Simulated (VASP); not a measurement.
Runs of VASP 6.6.1 on GaN. The structure is that of space group Fm-3m (No. 225), or close to it. The cells are those of the table. 

```csv
task,cell,gap on the mesh (eV),pressure (GPa)
electric field gradients,"a = 2.808 Å, angles 60.0°, 2 atoms",1.89,64.3
single point,"a = 2.804, b = 2.804, c = 2.818 Å, angles 59.8, 59.8, 60.3°, 2 atoms",1.79,64.4
electric field gradients,"a = 2.832 Å, angles 59.3°, 2 atoms",(a),59.5
electric field gradients,"a = 2.804 Å, angles 60.7°, 2 atoms",1.77,59.5
electric field gradients,"a = 2.761 Å, angles 60.0°, 2 atoms",2.27,(b)
```

Alike in all rows: level PBEsol; potentials or basis VASP PAW PBE potentials, release 64 (Ga_d, N); no spin polarisation; k mesh 13 × 13 × 13; cutoff (eV) 520; smearing fermi-dirac 0.02 eV.

Problem. Fill in the values left out.

Solution. (a) 1.76; (b) 92.2.

Caveats: the PAW data sets were made with another functional, which shifts forces and pressure a little.

A k mesh can miss the band edges, and the runs leave out spin-orbit coupling on Ga.
